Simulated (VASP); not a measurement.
# Mo in VASP: notebook

The runs below take Mo through single point, with PBE.

Everything below comes from runs of VASP 6.6.1. Logs are shortened: lines on timing, memory, paths and dates and some standing lists are left out, and cuts for length are marked.

## (1) The cell of the first run

The cell holds a slab with vacuum, 5 atoms: a = 4.470 Å, b = 4.470 Å, c = 19.650 Å, α = 90.00°, β = 90.00°, γ = 120.00°.

## (2) Single point, PBE

INCAR reads:

```
SYSTEM = Mo
PREC = Accurate ; ENCUT = 520
EDIFF = 1E-6 ; ISMEAR = -1
SIGMA = 0.1 ; LREAL = .FALSE.
LASPH = .TRUE. ; NELM = 100
ALGO = Normal ; ISIF = 2
LWAVE = .FALSE. ; LCHARG = .TRUE.
LDIPOL = .TRUE. ; IDIPOL = 3
DIPOL = 0.5 0.5 0.500 ; GGA = PE
LELF = .TRUE. ; LVHAR = .TRUE.
LVACPOTAV = .TRUE. ; NBANDS = 43
```

KPOINTS reads:

```
Automatic mesh
0
G
  10 10 1
  0 0 0
```

POSCAR reads:

```
Mo
1.0
    4.4701026757      0.0000000000      0.0000000000
   -2.2350513378      3.8712224747      0.0000000000
    0.0000000000      0.0000000000     19.6498000000
Mo
5
Direct
    0.8333333330      0.1666666670      0.4071282266
    0.1666666670      0.8333333330      0.4535641131
    0.5000000000      0.5000000000      0.5000000000
    0.8333333330      0.1666666670      0.5464358869
    0.1666666670      0.8333333330      0.5928717734
```

Potentials or basis: VASP PAW PBE potentials, release 64 (Mo_sv).

On the command line:

```bash
$ cat potpaw_PBE.64/Mo_sv/POTCAR > POTCAR
$ mpirun -np 1 vasp_std > vasp.out
```

OUTCAR:

```text
SYSTEM = Mo
   PREC = Accurate
   ENCUT = 520
   EDIFF = 1E-6
   ISMEAR = -1
   LREAL = .FALSE.
   LASPH = .TRUE.
   NELM = 100
   ISIF = 2
   GGA = PE

 ion  position               nearest neighbor table
   1  0.833  0.167  0.407-   2 2.74   2 2.74   4 2.74   2 2.74   3 3.16   3 3.16   3 3.16
   2  0.167  0.833  0.454-   1 2.74   1 2.74   3 2.74   5 2.74   3 2.74   3 2.74   1 2.74   4 3.16
                             4 3.16   4 3.16
   3  0.500  0.500  0.500-   2 2.74   4 2.74   4 2.74   2 2.74   2 2.74   4 2.74   1 3.16   5 3.16
                             5 3.16   1 3.16   1 3.16   5 3.16
   4  0.833  0.167  0.546-   5 2.74   5 2.74   3 2.74   1 2.74   3 2.74   3 2.74   5 2.74   2 3.16
                             2 3.16   2 3.16
   5  0.167  0.833  0.593-   4 2.74   4 2.74   2 2.74   4 2.74   3 3.16   3 3.16   3 3.16

  LATTYP: Found a hexagonal cell.
 ALAT       =     4.4701026757
 C/A-ratio  =     4.3958274397

  Lattice vectors:

 A1 = (   4.4701026757,   0.0000000000,   0.0000000000)
 A2 = (  -2.2350513378,   3.8712224747,   0.0000000000)
 A3 = (   0.0000000000,   0.0000000000,  19.6498000000)

Analysis of symmetry for initial positions (statically):
=====================================================================
 Subroutine PRICEL returns:
 Original cell was already a primitive cell.

 Routine SETGRP: Setting up the symmetry group for a
 hexagonal supercell.

 Subroutine GETGRP returns: Found 12 space group operations
 (whereof  4 operations were pure point group operations)
 out of a pool of 24 trial point group operations.

The static configuration has the point symmetry C_2h.
 The point group associated with its full space group is D_3d.

Analysis of symmetry for dynamics (positions and initial velocities):
=====================================================================
 Subroutine PRICEL returns:
 Original cell was already a primitive cell.

 Routine SETGRP: Setting up the symmetry group for a
 hexagonal supercell.

 Subroutine GETGRP returns: Found 12 space group operations
 (whereof  4 operations were pure point group operations)
 out of a pool of 24 trial point group operations.

The dynamic configuration has the point symmetry C_2h.
 The point group associated with its full space group is D_3d.

 Subroutine INISYM returns: Found 12 space group operations
 (whereof  4 operations are pure point group operations),
 and found     1 'primitive' translations

----------------------------------------------------------------------------------------

                                     Primitive cell

  volume of cell :     340.0351

  direct lattice vectors                    reciprocal lattice vectors
     4.470102676  0.000000000  0.000000000     0.223708508  0.129158167  0.000000000
    -2.235051338  3.871222475  0.000000000     0.000000000  0.258316335  0.000000000
     0.000000000  0.000000000 19.649800000     0.000000000  0.000000000  0.050891103

  length of vectors
     4.470102676  4.470102676 19.649800000     0.258316335  0.258316335  0.050891103

  position of ions in fractional coordinates (direct lattice)
     0.833333333  0.166666667  0.407128227
     0.166666667  0.833333333  0.453564113
     0.500000000  0.500000000  0.500000000
     0.833333333  0.166666667  0.546435887
     0.166666667  0.833333333  0.592871773

  ion indices of the primitive-cell ions
   primitive index   ion index
                 1           1
                 2           2
                 3           3
                 4           4
                 5           5

----------------------------------------------------------------------------------------

 KPOINTS: Automatic mesh

Automatic generation of k-mesh.
 Grid dimensions read from file:
 generate k-points for:   10   10    1

 Generating k-lattice:

  Cartesian coordinates                     Fractional coordinates (reciprocal lattice)
     0.022370851  0.012915817  0.000000000     0.100000000  0.000000000  0.000000000
     0.000000000  0.025831633  0.000000000     0.000000000  0.100000000  0.000000000
     0.000000000  0.000000000  0.050891103     0.000000000  0.000000000  1.000000000

  Length of vectors
     0.025831633  0.025831633  0.050891103

  Shift w.r.t. Gamma in fractional coordinates (k-lattice)
     0.000000000  0.000000000  0.000000000

 Subroutine IBZKPT returns following result:
 ===========================================

 Found     14 irreducible k-points:

 Following reciprocal coordinates:
            Coordinates               Weight
  0.000000  0.000000  0.000000      1.000000
  0.100000 -0.000000  0.000000      6.000000
  0.200000 -0.000000  0.000000      6.000000
  0.300000 -0.000000  0.000000      6.000000
  0.400000 -0.000000  0.000000      6.000000
  0.500000  0.000000  0.000000      3.000000
  0.100000  0.100000  0.000000      6.000000
  0.200000  0.100000  0.000000     12.000000
  0.300000  0.100000  0.000000     12.000000
  0.400000  0.100000  0.000000     12.000000
  0.200000  0.200000  0.000000      6.000000
  0.300000  0.200000  0.000000     12.000000
  0.400000  0.200000  0.000000      6.000000
  0.300000  0.300000  0.000000      6.000000
   k-points           NKPTS =     14   k-points in BZ     NKDIM =     14   number of bands    NBANDS=     43
   number of dos      NEDOS =    301   number of ions     NIONS =      5
   total plane-waves  NPLWV = 194400
   dimension x,y,z NGX =    36 NGY =   36 NGZ =  150
   dimension x,y,z NGXF=    72 NGYF=   72 NGZF=  300
   ions per type =               5
   NGX,Y,Z   is equivalent  to a cutoff of  13.39, 13.39, 12.69 a.u.
   NGXF,Y,Z  is equivalent  to a cutoff of  26.78, 26.78, 25.38 a.u.
 SYSTEM =  Mo
   PREC   = accura    normal or accurate (medium, high low for compatibility)
   ISTART =      0    job   : 0-new  1-cont  2-samecut
   ICHARG =      2    charge: 1-file 2-atom 10-const
   ISPIN  =      1    spin polarized calculation?
   LNONCOLLINEAR =      F non collinear calculations
   LSORBIT =      F    spin-orbit coupling
   LASPH  =      T    aspherical Exc in radial PAW
   ENCUT  =  520.0 eV  38.22 Ry    6.18 a.u.   8.31  8.31 36.54*2*pi/ulx,y,z
   NELM   =    100;   NELMIN=  2; NELMDL= -5     # of ELM steps
   EDIFF  = 0.1E-05   stopping-criterion for ELM
   LREAL  =      F    real-space projection
   EDIFFG = 0.1E-04   stopping-criterion for IOM
   NSW    =      0    number of steps for IOM
   IBRION =     -1    ionic relax: 0-MD 1-quasi-New 2-CG
   NFREE  =      0    steps in history (QN), initial steepest desc. (CG)
   ISIF   =      2    stress and relaxation
   ISYM   =      2    0-nonsym 1-usesym 2-fastsym
   POTIM  = 0.5000    time-step for ionic-motion
   TEBEG  =    0.0;   TEEND  =   0.0 temperature during run
   PSTRESS=    0.0 pullay stress
   NELECT =      70.0000    total number of electrons
   NUPDOWN=      -1.0000    fix difference up-down
   EMIN   =  10.00;   EMAX   =-10.00  energy-range for DOS
   EFERMI =   0.00;   METHOD = LEGACY
   ISMEAR =    -1;   SIGMA  =   0.10  broadening in eV -4-tet -1-fermi 0-gaus
   EFERMI_NEDOS =   21; number of points for ismear=-14 and -15
   IALGO  =     38    algorithm
   IMIX   =      4    mixing-type and parameters
     AMIX     =   0.40;   BMIX     =  1.00
     AMIX_MAG =   1.60;   BMIX_MAG =  1.00
  volume/ion in A,a.u.               =      68.01       458.93
  Fermi-wavevector in a.u.,A,eV,Ry     =   0.966643  1.826691 12.713275  0.934399
  Thomas-Fermi vector in A             =   2.096462
   LORBIT       =      0    0 simple, 1 ext, 2 COOP (PROOUT), +10 PAW based schemes
   GGA     = PE    functional components
   LHFCALC =     F    Hartree Fock is set to
   AEXX    =    0.0000 exact exchange contribution
   IVDW    =     0    specifies the selected vdW correction
   LEPSILON=     F    determine dielectric tensor
   LRPA    =     F    only Hartree local field effects (RPA)
 non-spin polarized calculation
  energy-cutoff  :      520.00
  volume of cell :      340.04
 maximum number of plane-waves:      9201
 NGX is ok and might be reduce to    36
   NGX = 17   NGY = 17   NGZ = 73

 dipolmoment           0.000000      0.000000     -0.000000 electrons x Angstroem

 number of electron      70.0000006 magnetization

 dipolmoment           0.000000      0.000000      0.000000 electrons x Angstroem

 Free energy of the ion-electron system (eV)
  ---------------------------------------------------
  ext. energy  EPLUGINS =         0.00000000
  ---------------------------------------------------
  free energy    TOTEN  =       -47.43335310 eV

  energy without entropy =      -47.21838016  energy(sigma->0) =      -47.32586663

 E-fermi :   0.0761     XC(G=0):  -4.3630

 val. band max:        0.0604698842   @ k =   0.4000   0.2000   0.0000
 cond. band min:       0.1019324882   @ k =   0.3000   0.3000   0.0000
 fundamental gap:      0.0414626040
 Fermi energy:         0.0761144596

 k-point     1 :       0.0000    0.0000    0.0000
  band No.  band energies     occupation
      1     -61.2091      2.00000
      2     -60.9623      2.00000
      3     -60.9397      2.00000
      4     -60.8338      2.00000
      5     -60.7826      2.00000
      6     -35.5034      2.00000
[... 35 lines left out ...]
     42       1.7550      0.00000
     43       1.7550      0.00000

 k-point     2 :       0.1000   -0.0000    0.0000
  band No.  band energies     occupation
      1     -61.2047      2.00000
      2     -60.9622      2.00000
      3     -60.9365      2.00000
      4     -60.8376      2.00000
      5     -60.7867      2.00000
      6     -35.5299      2.00000
[... 35 lines left out ...]
     42       1.6330      0.00000
     43       1.7638      0.00000

 k-point     3 :       0.2000   -0.0000    0.0000
  band No.  band energies     occupation
      1     -61.1928      2.00000
      2     -60.9612      2.00000
      3     -60.9275      2.00000
      4     -60.8484      2.00000
      5     -60.7983      2.00000
      6     -35.5845      2.00000
[... 35 lines left out ...]
     42       1.5329      0.00000
     43       1.7808      0.00000

 k-point     4 :       0.3000   -0.0000    0.0000
  band No.  band energies     occupation
      1     -61.1773      2.00000
      2     -60.9584      2.00000
      3     -60.9138      2.00000
      4     -60.8643      2.00000
      5     -60.8152      2.00000
      6     -35.6373      2.00000
[... 403 lines left out ...]
     42       1.4373      0.00000
     43       1.6423      0.00000

 k-point    13 :       0.4000    0.2000    0.0000
  band No.  band energies     occupation
      1     -61.1553      2.00000
      2     -60.9395      2.00000
      3     -60.9019      2.00000
      4     -60.8813      2.00000
      5     -60.8521      2.00000
      6     -35.6620      2.00000
[... 35 lines left out ...]
     42       1.3929      0.00000
     43       1.9580      0.00000

 k-point    14 :       0.3000    0.3000    0.0000
  band No.  band energies     occupation
      1     -61.1540      2.00000
      2     -60.9319      2.00000
      3     -60.9105      2.00000
      4     -60.8761      2.00000
      5     -60.8576      2.00000
      6     -35.6501      2.00000
[... 35 lines left out ...]
     42       1.3508      0.00001
     43       1.5545      0.00000

------------------------ aborting loop because EDIFF is reached ----------------------------------------

  FORCE on cell =-STRESS in cart. coord.  units (eV):
  Direction    XX          YY          ZZ          XY          YZ          ZX
  --------------------------------------------------------------------------------------
  -------------------------------------------------------------------------------------
  Total      -11.4783155    -11.4783155    -11.2497412     -0.0000000      0.0000000      0.0000000
  in kB      -54.0835232    -54.0835232    -53.0065269     -0.0000000      0.0000000      0.0000000
  external PRESSURE =     -53.7245245 kB  Pullay stress =       0.0000000 kB

 VOLUME and BASIS-vectors are now :
 -----------------------------------------------------------------------------
  energy-cutoff  :      520.00
  volume of cell :      340.04
      direct lattice vectors                 reciprocal lattice vectors
     4.470102676  0.000000000  0.000000000     0.223708508  0.129158167  0.000000000
    -2.235051338  3.871222475  0.000000000     0.000000000  0.258316335  0.000000000
     0.000000000  0.000000000 19.649800000     0.000000000  0.000000000  0.050891103

 POSITION                                       TOTAL-FORCE (eV/Angst)
 -----------------------------------------------------------------------------------
      3.35258      0.64520      7.99999        -0.000000      0.000000      2.653903
     -1.11753      3.22602      8.91244         0.000000     -0.000000      0.841474
      1.11753      1.93561      9.82490         0.000000     -0.000000      0.000000
      3.35258      0.64520     10.73736        -0.000000      0.000000     -0.841474
     -1.11753      3.22602     11.64981         0.000000     -0.000000     -2.653903
 -----------------------------------------------------------------------------------
    total drift:                               -0.000020      0.000012     -0.000005

  FREE ENERGIE OF THE ION-ELECTRON SYSTEM (eV)
  ---------------------------------------------------
  free  energy   TOTEN  =       -47.4333531003 eV

  energy  without entropy=      -47.2183801635  energy(sigma->0) =      -47.32586663

 vacuum level on the upper side and lower side of the slab         3.811         3.811
```

It took 12 min on 1 thread of AMD EPYC 7R43 (Zen 3), shared host; peak memory 0.46 GiB.

Results:

```
Free energy   : -47.4334 eV
Largest force : 2.654 eV/Å
```

Forces on the atoms (eV/Å):
```
Mo   0.000  0.000  2.654
Mo   0.000  0.000  0.841
Mo   0.000  0.000  0.000
Mo   0.000  0.000 -0.841
Mo   0.000  0.000 -2.654
```

## (3) Single point, PBE

INCAR reads:

```
PREC = Accurate
ENCUT = 520
EDIFF = 1E-6
ISMEAR = -1
SIGMA = 0.1
LREAL = False
LASPH = True
NELM = 60
ALGO = Normal
ISIF = 2
LWAVE = False
LCHARG = False
LDIPOL = True
IDIPOL = 3
DIPOL = 0.5 0.5 0.500
GGA = PE
NBANDS = 43
```

KPOINTS reads:

```
Automatic mesh
0
Gamma
  10 10 1
```

POSCAR reads:

```
Mo
1.0
    4.4701026757      0.0000000000      0.0000000000
   -2.2350513378      3.8712224747      0.0000000000
    0.0000000000      0.0000000000     19.6498000000
Mo
5
Direct
    0.8333333333      0.1666666667      0.4205312807
    0.1666666667      0.8333333333      0.4571710418
    0.5000000000      0.5000000000      0.4999999854
    0.8333333333      0.1666666667      0.5428289630
    0.1666666667      0.8333333333      0.5794687291
```

Potentials or basis: VASP PAW PBE potentials, release 64 (Mo_sv).

On the command line:

```bash
$ cat potpaw_PBE.64/Mo_sv/POTCAR > POTCAR
$ mpirun -np 1 vasp_std > vasp.out
```

Run time: 10 min. Hardware: 1 thread of AMD EPYC 7R43 (Zen 3), shared host; peak memory 0.46 GiB.

It converged, with:

* Free energy: -48.3463 eV
* Largest force: 0.069 eV/Å

Forces on the atoms (eV/Å):
```
Mo   0.000  0.000 -0.069
Mo   0.000  0.000 -0.062
Mo   0.000  0.000  0.000
Mo   0.000  0.000  0.062
Mo   0.000  0.000  0.069
```

Levels at points of the mesh, in eV from the Fermi level:
| k point | band 31 | band 32 | band 33 | band 34 | band 35 | band 36 | band 37 | band 38 | band 39 | band 40 |
| --- | --- | --- | --- | --- | --- | --- | --- | --- | --- | --- |
| (0.00, 0.00, 0.00) | -1.58 | -1.58 | -1.46 | -1.20 | -1.20 | 0.20 | 0.84 | 0.84 | 1.09 | 1.09 |
| (0.50, 0.00, 0.00) | -2.24 | -1.89 | -1.81 | -0.70 | -0.19 | 0.30 | 0.42 | 0.88 | 1.27 | 1.35 |
